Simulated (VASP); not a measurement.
# C in VASP: a series of runs

The runs below take C through single point, relaxation of the atoms, molecular dynamics, with PBE.

Program: VASP 6.6.1. These are calculated values, not measurements. Logs are shortened: lines on timing, memory, paths and dates and some standing lists are left out, and cuts for length are marked.

### 1 The cell of the first run

The cell holds a slab with vacuum, 18 atoms: a = 7.398 Å, b = 7.398 Å, c = 12.000 Å, α = 90.00°, β = 90.00°, γ = 120.00°.

### 2 Single point, PBE

INCAR reads:

```
ALGO     = Normal         # electronic algorithm
EDIFF    = 1E-7           # SCF threshold, eV
ENCUT    = 520            # plane-wave cutoff, eV
GGA      = PE             # functional
ISIF     = 2              # what is computed and relaxed
ISMEAR   = -1             # smearing method
LASPH    = T              # aspherical terms in the spheres
LCHARG   = F              # write CHGCAR
LREAL    = Auto         
LWAVE    = F              # write WAVECAR
NBANDS   = 51             # bands
NELM     = 100            # most SCF steps
PREC     = Accurate       # precision mode
SIGMA    = 0.05           # smearing width, eV
```

KPOINTS reads:

```
k-points
0
Gamma
  2 2 1
```

POSCAR reads:

```
C
1.0
    7.3980000000      0.0000000000      0.0000000000
   -3.6990000000      6.4068560000      0.0000000000
    0.0000000000      0.0000000000     12.0000000000
C
18
Direct
    0.0029568387      0.0076168405      0.0811250000
    0.2274725510      0.1136907088      0.0854333333
   -0.0017630316      0.3272119742      0.0858916667
    0.2259063038      0.4416206639      0.0810833333
    0.0006517844      0.6727012438      0.0808166667
    0.2230969680      0.7722820678      0.0824666667
    0.3365149103      0.0009833216      0.0813583333
    0.5601633229      0.1081341613      0.0852500000
    0.3230404602      0.3342669166      0.0838166667
    0.5464205695      0.4342847724      0.0815333333
    0.3295474442      0.6673944287      0.0872416667
    0.5641730884      0.7864699940      0.0804666667
    0.6644985474      0.0023412419      0.0841833333
    0.8934441880      0.1054339289      0.0831416667
    0.6522928289      0.3277270474      0.0803583333
    0.8985673085      0.4402003104      0.0850083333
    0.6632340254      0.6722642120      0.0850250000
    0.8897825164      0.7853774144      0.0858000000
```

Potentials or basis: VASP PAW PBE potentials, release 64 (C).

Run with:

```console
$ cat potpaw_PBE.64/C/POTCAR > POTCAR
$ mpirun -np 1 vasp_std > vasp.out
```

OUTCAR:

```text
EDIFF = 1E-7
   ENCUT = 520
   GGA = PE
   ISIF = 2
   ISMEAR = -1
   LASPH = T
   LREAL = Auto
   NELM = 100
   PREC = Accurate

 ion  position               nearest neighbor table
   1  0.003  0.008  0.081-  14 1.33  18 1.43   2 1.44
   2  0.227  0.114  0.085-   9 1.42   7 1.42   1 1.44
   3  0.998  0.327  0.086-  16 1.36  14 1.42   4 1.46
   4  0.226  0.442  0.081-   9 1.31  11 1.45   3 1.46
   5  0.001  0.673  0.081-   6 1.43  18 1.43  16 1.49
   6  0.223  0.772  0.082-  11 1.36   5 1.43   7 1.47
[... 10 lines left out ...]
  17  0.663  0.672  0.085-  12 1.37  18 1.45  10 1.53
  18  0.890  0.785  0.086-   1 1.43   5 1.43  17 1.45

  LATTYP: Found a hexagonal cell.
 ALAT       =     7.3980000000
 C/A-ratio  =     1.6220600162

  Lattice vectors:

 A1 = (   7.3980000000,   0.0000000000,   0.0000000000)
 A2 = (  -3.6990000000,   6.4068560000,   0.0000000000)
 A3 = (   0.0000000000,   0.0000000000,  12.0000000000)

Analysis of symmetry for initial positions (statically):
=====================================================================
 Subroutine PRICEL returns:
 Original cell was already a primitive cell.

 Routine SETGRP: Setting up the symmetry group for a
 hexagonal supercell.

 Subroutine GETGRP returns: Found  1 space group operations
 (whereof  1 operations were pure point group operations)
 out of a pool of 24 trial point group operations.

The static configuration has the point symmetry C_1 .

Analysis of symmetry for dynamics (positions and initial velocities):
=====================================================================
 Subroutine PRICEL returns:
 Original cell was already a primitive cell.

 Routine SETGRP: Setting up the symmetry group for a
 hexagonal supercell.

 Subroutine GETGRP returns: Found  1 space group operations
 (whereof  1 operations were pure point group operations)
 out of a pool of 24 trial point group operations.

The dynamic configuration has the point symmetry C_1 .

 Subroutine INISYM returns: Found  1 space group operations
 (whereof  1 operations are pure point group operations),
 and found     1 'primitive' translations

----------------------------------------------------------------------------------------

                                     Primitive cell

  volume of cell :     568.7750

  direct lattice vectors                    reciprocal lattice vectors
     7.398000000  0.000000000  0.000000000     0.135171668  0.078041398  0.000000000
    -3.699000000  6.406856000  0.000000000     0.000000000  0.156082796  0.000000000
     0.000000000  0.000000000 12.000000000     0.000000000  0.000000000  0.083333333

  length of vectors
     7.398000000  7.398000054 12.000000000     0.156082797  0.156082796  0.083333333

  position of ions in fractional coordinates (direct lattice)
     0.002956839  0.007616840  0.081125000
     0.227472551  0.113690709  0.085433333
     0.998236968  0.327211974  0.085891667
     0.225906304  0.441620664  0.081083333
     0.000651784  0.672701244  0.080816667
     0.223096968  0.772282068  0.082466667
[... 10 lines left out ...]
     0.663234025  0.672264212  0.085025000
     0.889782516  0.785377414  0.085800000

  ion indices of the primitive-cell ions
   primitive index   ion index
                 1           1
                 2           2
                 3           3
                 4           4
                 5           5
                 6           6
[... 10 lines left out ...]
                17          17
                18          18

----------------------------------------------------------------------------------------

 KPOINTS: k-points

Automatic generation of k-mesh.
 Grid dimensions read from file:
 generate k-points for:    2    2    1

 Generating k-lattice:

  Cartesian coordinates                     Fractional coordinates (reciprocal lattice)
     0.067585834  0.039020699  0.000000000     0.500000000  0.000000000  0.000000000
     0.000000000  0.078041398  0.000000000     0.000000000  0.500000000  0.000000000
[... 45 lines left out ...]
 non-spin polarized calculation
  energy-cutoff  :      520.00
  volume of cell :      568.78
 maximum number of plane-waves:     15363
 NGX is ok and might be reduce to    56
   NGX = 27   NGY = 27   NGZ = 45

 number of electron      71.9999999 magnetization

 Free energy of the ion-electron system (eV)
  ---------------------------------------------------
  ext. energy  EPLUGINS =         0.00000000
  ---------------------------------------------------
  free energy    TOTEN  =      -163.80756282 eV

  energy without entropy =     -163.80588957  energy(sigma->0) =     -163.80672619

 E-fermi :  -1.7695     XC(G=0):  -3.5693

 val. band max:       -2.0313263879   @ k =   0.0000   0.0000   0.0000
 cond. band min:      -1.5081715105   @ k =   0.0000   0.0000   0.0000
 fundamental gap:      0.5231548774
 Fermi energy:        -1.7695167144

 k-point     1 :       0.0000    0.0000    0.0000
  band No.  band energies     occupation
      1     -21.3221      2.00000
      2     -19.1140      2.00000
      3     -18.9741      2.00000
      4     -18.7587      2.00000
      5     -18.5974      2.00000
      6     -18.5489      2.00000
[... 40 lines left out ...]
     47       3.6437      0.00000
     48       4.7795      0.00000

 k-point     2 :       0.5000    0.0000    0.0000
  band No.  band energies     occupation
      1     -20.7484      2.00000
      2     -20.6221      2.00000
      3     -19.3283      2.00000
      4     -19.3026      2.00000
      5     -17.1151      2.00000
      6     -16.9257      2.00000
[... 40 lines left out ...]
     47       4.1338      0.00000
     48       4.2079      0.00000

 k-point     3 :       0.0000    0.5000    0.0000
  band No.  band energies     occupation
      1     -20.8302      2.00000
      2     -20.5061      2.00000
      3     -19.4188      2.00000
      4     -19.2656      2.00000
      5     -17.0551      2.00000
      6     -16.9864      2.00000
[... 40 lines left out ...]
     47       4.1310      0.00000
     48       4.2823      0.00000

 k-point     4 :       0.5000    0.5000    0.0000
  band No.  band energies     occupation
      1     -20.8316      2.00000
      2     -20.5145      2.00000
      3     -19.4883      2.00000
      4     -19.1469      2.00000
      5     -17.2121      2.00000
      6     -16.9002      2.00000
[... 40 lines left out ...]
     47       4.1422      0.00000
     48       4.3304      0.00000
 [bands above 48 left out]

------------------------ aborting loop because EDIFF is reached ----------------------------------------

  FORCE on cell =-STRESS in cart. coord.  units (eV):
  Direction    XX          YY          ZZ          XY          YZ          ZX
  --------------------------------------------------------------------------------------
  -------------------------------------------------------------------------------------
  Total        7.2780118      5.2395000     -0.4049480     -2.4510323     -0.0428999      0.1751460
  in kB       20.5013662     14.7591006     -1.1406943     -6.9042908     -0.1208443      0.4933673
  external PRESSURE =      11.3732575 kB  Pullay stress =       0.0000000 kB

 VOLUME and BASIS-vectors are now :
 -----------------------------------------------------------------------------
  energy-cutoff  :      520.00
  volume of cell :      568.78
      direct lattice vectors                 reciprocal lattice vectors
     7.398000000  0.000000000  0.000000000     0.135171668  0.078041398  0.000000000
    -3.699000000  6.406856000  0.000000000     0.000000000  0.156082796  0.000000000
     0.000000000  0.000000000 12.000000000     0.000000000  0.000000000  0.083333333

 POSITION                                       TOTAL-FORCE (eV/Angst)
 -----------------------------------------------------------------------------------
     -0.00630      0.04880      0.97350         2.740423     -2.710412      0.596102
      1.26230      0.72840      1.02520        -0.832185     -0.919186     -0.677887
      6.17460      2.09640      1.03070         1.499552      0.767971     -0.472263
      0.03770      2.82940      0.97300        -4.707231      2.301795      0.902738
     -2.48350      4.30990      0.96980         0.506715     -2.290056      0.705898
     -1.20620      4.94790      0.98960        -2.239068      2.727425      0.005275
[... 10 lines left out ...]
      2.41990      4.30710      1.02030         2.493682     -1.971232     -0.446990
      3.67750      5.03180      1.02960         0.720972     -1.871458     -0.724746
 -----------------------------------------------------------------------------------
    total drift:                                0.010493     -0.016801      0.000496

  FREE ENERGIE OF THE ION-ELECTRON SYSTEM (eV)
  ---------------------------------------------------
  free  energy   TOTEN  =      -163.8075628191 eV

  energy  without entropy=     -163.8058895701  energy(sigma->0) =     -163.80672619
```

It took 8.1 min on 1 thread of Intel Xeon 8259CL, shared host; peak memory 0.56 GiB.

What came out:

- Free energy: -163.8076 eV
- Largest force: 5.849 eV/Å

Forces on the atoms (eV/Å):
```
C    2.740 -2.710  0.596
C   -0.832 -0.919 -0.678
C    1.500  0.768 -0.472
C   -4.707  2.302  0.903
C    0.507 -2.290  0.706
C   -2.239  2.727  0.005
C   -0.310 -0.789  0.613
C   -3.560  1.100 -0.546
C    5.525 -1.871 -0.185
C   -0.966  3.934  0.271
C    3.317 -0.810 -1.187
C   -3.421 -2.565  0.970
C    3.927 -0.066 -0.210
C   -4.156  2.437  0.151
C    5.059  0.978  0.743
C   -5.598  1.618 -0.508
C    2.494 -1.971 -0.447
C    0.721 -1.871 -0.725
```

Caveat: the k points lie up to 0.49 Å⁻¹ apart; there is no dipole correction, which matters where the two faces differ.

### 3 Single point, PBE

INCAR reads:

```
SYSTEM = C
ALGO = Normal ; EDIFF = 1E-7
ENCUT = 520 ; GGA = PE
ISIF = 2 ; ISMEAR = -1
LASPH = .True. ; LCHARG = .False.
LREAL = Auto ; LWAVE = .False.
NBANDS = 51 ; NELM = 60
PREC = Accurate ; SIGMA = 0.05
```

KPOINTS reads:

```
k-points
0
Gamma
  2 2 1
  0 0 0
```

POSCAR reads:

```
C
1.0
    7.3980000000      0.0000000000      0.0000000000
   -3.6990000000      6.4068560000      0.0000000000
    0.0000000000      0.0000000000     12.0000000000
C
18
Direct
    0.0104715524      0.0025597579      0.0827083333
    0.2214721996      0.1143150400      0.0801583333
    0.0016248042      0.3236064616      0.0790416667
    0.2216042631      0.4431814918      0.0877666667
    0.0068520916      0.6715306228      0.0878333333
    0.2172909105      0.7795399179      0.0822500000
    0.3420952884     -0.0035899043      0.0907916667
    0.5561760991      0.1104597949      0.0837916667
    0.3301840174      0.3321441905      0.0804083333
    0.5446714235      0.4448984026      0.0833500000
    0.3381615710      0.6647254129      0.0768000000
    0.5525430221      0.7861890450      0.0876250000
    0.6692604721      0.0015920445      0.0797500000
    0.8890130694      0.1108187854      0.0786583333
    0.6609804745      0.3228260476      0.0885250000
    0.8888913682      0.4395291544      0.0842583333
    0.6667509499      0.6704848681      0.0845666667
    0.8819300129      0.7851901151      0.0817083333
```

Potentials or basis: VASP PAW PBE potentials, release 64 (C).

Run with:

```console
$ cat potpaw_PBE.64/C/POTCAR > POTCAR
$ mpirun -np 1 vasp_std > vasp.out
```

It took 8.1 min on 1 thread of Intel Xeon 8259CL, shared host; peak memory 0.56 GiB.

It converged, with:

| Item | Value |
| --- | --- |
| Free energy | -163.8749 eV |
| Largest force | 4.995 eV/Å |

Forces in eV/Å, atoms in the order of the input:
```
C   -4.313 -0.504 -0.566
C    3.850 -1.206  1.038
C   -2.018  3.436  0.804
C   -0.064  0.340 -1.759
C   -4.106 -2.690 -0.887
C    4.124 -0.325  0.253
C   -4.330  1.220 -1.474
C    0.745 -1.084  0.344
C   -0.049  0.343  0.583
C    4.116  0.159  0.385
C   -3.437  0.321  1.683
C    2.500 -2.182 -1.292
C    0.018  0.542  0.467
C    1.359 -1.479  0.092
C   -0.321  4.798 -0.897
C   -0.796  0.774  0.156
C   -1.804 -0.563  0.153
C    4.528 -1.900  0.918
```

Caveat: the k points lie up to 0.49 Å⁻¹ apart; there is no dipole correction, which matters where the two faces differ.

### 4 Relaxation of the atoms, PBE

INCAR reads:

```
PREC = Accurate
ENCUT = 520
EDIFF = 1E-6
ISMEAR = -1
SIGMA = 0.05
LREAL = Auto
LASPH = True
NELM = 60
ALGO = Normal
ISIF = 2
LWAVE = False
LCHARG = False
GGA = PE
IBRION = 2
NSW = 45
EDIFFG = -0.08
```

KPOINTS reads:

```
regular mesh
0
Gamma
  2 2 1
```

POSCAR reads:

```
C
1.0
    7.3980000000      0.0000000000      0.0000000000
   -3.6990000000      6.4068560000      0.0000000000
    0.0000000000      0.0000000000     12.0000000000
C
18
Direct
    0.0000000000      0.0000000000      0.0833333000
    0.2222222000      0.1111111000      0.0833333000
    0.0000000000      0.3333333000      0.0833333000
    0.2222222000      0.4444444000      0.0833333000
    0.0000000000      0.6666667000      0.0833333000
    0.2222222000      0.7777778000      0.0833333000
    0.3333333000      0.0000000000      0.0833333000
    0.5555556000      0.1111111000      0.0833333000
    0.3333333000      0.3333333000      0.0833333000
    0.5555556000      0.4444444000      0.0833333000
    0.3333333000      0.6666667000      0.0833333000
    0.5555556000      0.7777778000      0.0833333000
    0.6666667000      0.0000000000      0.0833333000
    0.8888889000      0.1111111000      0.0833333000
    0.6666667000      0.3333333000      0.0833333000
    0.8888889000      0.4444444000      0.0833333000
    0.6666667000      0.6666667000      0.0833333000
    0.8888889000      0.7777778000      0.0833333000
```

Run with:

```console
$ cat potpaw_PBE.64/C/POTCAR > POTCAR
$ mpirun -np 1 vasp_std > vasp.out
```

Run time: 4 min. Hardware: 1 thread of Intel Xeon 8259CL, shared host; peak memory 0.53 GiB.

Results (log left out):

```
Free energy            : -165.6282 eV
Band gap on the k mesh : zero (filled and empty bands touch)
```

Final structure:
```
C
1.0
     7.39800    0.00000    0.00000
    -3.69900    6.40686    0.00000
     0.00000    0.00000   12.00000
C
18
Direct
  0.00000 0.00000 0.08333
  0.22222 0.11111 0.08333
  0.00000 0.33333 0.08333
  0.22222 0.44444 0.08333
  0.00000 0.66667 0.08333
  0.22222 0.77778 0.08333
  0.33333 0.00000 0.08333
  0.55556 0.11111 0.08333
  0.33333 0.33333 0.08333
  0.55556 0.44444 0.08333
  0.33333 0.66667 0.08333
  0.55556 0.77778 0.08333
  0.66667 0.00000 0.08333
  0.88889 0.11111 0.08333
  0.66667 0.33333 0.08333
  0.88889 0.44444 0.08333
  0.66667 0.66667 0.08333
  0.88889 0.77778 0.08333
```

Levels at points of the mesh, in eV from the Fermi level:
```
           k point  band 33  band 34  band 35  band 36  band 37  band 38  band 39  band 40  band 41  band 42
(0.00, 0.00, 0.00)    -3.05    -3.05     0.00     0.00     0.00     0.00     3.21     4.35     4.91     4.91
(0.50, 0.00, 0.00)    -2.65    -2.65    -2.65    -2.36     1.68     2.52     2.52     2.52     2.52     4.10
```

Caveat: the k points lie up to 0.49 Å⁻¹ apart; there is no dipole correction, which matters where the two faces differ.

### 5 Molecular dynamics, PBE

INCAR reads:

```
ALGO     = Normal         # electronic algorithm
EDIFF    = 1E-5           # SCF threshold, eV
ENCUT    = 520            # plane-wave cutoff, eV
GGA      = PE             # functional
IBRION   = 0              # ionic algorithm
ISIF     = 2              # what is computed and relaxed
ISMEAR   = -1             # smearing method
ISYM     = 0            
LASPH    = True           # aspherical terms in the spheres
LCHARG   = False          # write CHGCAR
LREAL    = Auto         
LWAVE    = False          # write WAVECAR
MDALGO   = 2            
NBANDS   = 51             # bands
NELM     = 100            # most SCF steps
NELMIN   = 4            
NSW      = 40             # ionic steps
POTIM    = 1.0            # step
PREC     = Accurate       # precision mode
RANDOM_SEED= 591605 0 0   
SIGMA    = 0.05           # smearing width, eV
SMASS    = 0            
TEBEG    = 500.0        
TEEND    = 500.0
```

KPOINTS reads:

```
k-points
0
Gamma
  2 2 1
```

POSCAR reads:

```
C
1.0
    7.3980000000      0.0000000000      0.0000000000
   -3.6990000000      6.4068560000      0.0000000000
    0.0000000000      0.0000000000     12.0000000000
C
18
Direct
    0.0000000000      0.0000000000      0.0833333300
    0.2222222200      0.1111111100      0.0833333300
    0.0000000000      0.3333333300      0.0833333300
    0.2222222200      0.4444444400      0.0833333300
    0.0000000000      0.6666666600      0.0833333300
    0.2222222200      0.7777777700      0.0833333300
    0.3333333300      0.0000000000      0.0833333300
    0.5555555600      0.1111111100      0.0833333300
    0.3333333300      0.3333333300      0.0833333300
    0.5555555600      0.4444444400      0.0833333300
    0.3333333300      0.6666666600      0.0833333300
    0.5555555500      0.7777777700      0.0833333300
    0.6666666700      0.0000000000      0.0833333300
    0.8888888900      0.1111111100      0.0833333300
    0.6666666700      0.3333333300      0.0833333300
    0.8888888900      0.4444444400      0.0833333300
    0.6666666700      0.6666666600      0.0833333300
    0.8888888900      0.7777777700      0.0833333300
```

Run with:

```console
$ cat potpaw_PBE.64/C/POTCAR > POTCAR
$ mpirun -np 1 vasp_std > vasp.out
```

Run time: 18 min. Hardware: 1 thread of Intel Xeon 6975P-C (Granite Rapids), shared host; peak memory 0.78 GiB.

Step by step:
```tsv
step	potential energy change (eV)	largest force (eV/Å)	pressure (GPa)	volume (Å³)	temperature (K)
1	0.0000	0.0106	0.27	568.78	500
2	0.0294	0.8203	0.28	568.78	486
3	0.1183	1.6042	0.32	568.78	446
4	0.2568	2.2941	0.37	568.78	385
5	0.4168	2.8200	0.42	568.78	317
6	0.5629	3.1470	0.46	568.78	256
7	0.6653	3.2582	0.46	568.78	217
8	0.7090	3.1599	0.42	568.78	206
9	0.6977	2.8678	0.35	568.78	223
10	0.6517	2.5576	0.25	568.78	260
11	0.6018	2.3705	0.15	568.78	306
12	0.5791	2.2121	0.07	568.78	346
13	0.6040	2.1645	0.02	568.78	371
14	0.6744	2.3455	0.00	568.78	379
15	0.7694	3.0718	0.01	568.78	379
16	0.8811	3.7091	0.05	568.78	373
17	1.0069	4.1571	0.10	568.78	362
18	1.1291	4.3406	0.16	568.78	354
19	1.2226	4.2248	0.21	568.78	361
20	1.2676	3.8367	0.22	568.78	395
21	1.2587	4.0527	0.19	568.78	463
22	1.2090	4.4752	0.12	568.78	562
23	1.1496	4.6016	0.02	568.78	680
24	1.1222	4.4273	-0.08	568.78	793
25	1.1684	4.0363	-0.15	568.78	875
26	1.3135	3.6681	-0.18	568.78	903
27	1.5368	3.6851	-0.16	568.78	880
28	1.7774	4.0168	-0.12	568.78	828
29	2.0030	4.8926	-0.08	568.78	765
30	2.1810	5.5102	-0.05	568.78	712
31	2.2752	5.6939	-0.07	568.78	687
32	2.2752	5.3634	-0.13	568.78	697
33	2.2000	4.6662	-0.23	568.78	733
34	2.0853	4.5422	-0.34	568.78	779
35	1.9676	4.7316	-0.46	568.78	814
36	1.8727	4.9483	-0.56	568.78	826
37	1.8152	5.0095	-0.65	568.78	808
38	1.8078	4.8800	-0.71	568.78	757
39	1.8558	4.5856	-0.72	568.78	676
40	1.9368	4.2215	-0.72	568.78	584
```

Caveat: the k points lie up to 0.49 Å⁻¹ apart; there is no dipole correction, which matters where the two faces differ.

### 6 Summary

```csv
task,cell,largest force (eV/Å)
single point,"as given, atomic positions A",5.85
single point,"as given, atomic positions B",5.00
relaxation of the atoms,"atoms relaxed, atomic positions C",-
molecular dynamics,"as given, atomic positions C",-
```

Alike in all rows: level PBE; potentials or basis VASP PAW PBE potentials, release 64 (C); no spin polarisation; k mesh 2 × 2 × 1; cutoff (eV) 520; smearing fermi-dirac 0.05 eV.

Caveats: all runs use coarse meshes; there is no dipole correction, which matters where the two faces differ.

Absolute energies hang on the potentials; compare differences alone.
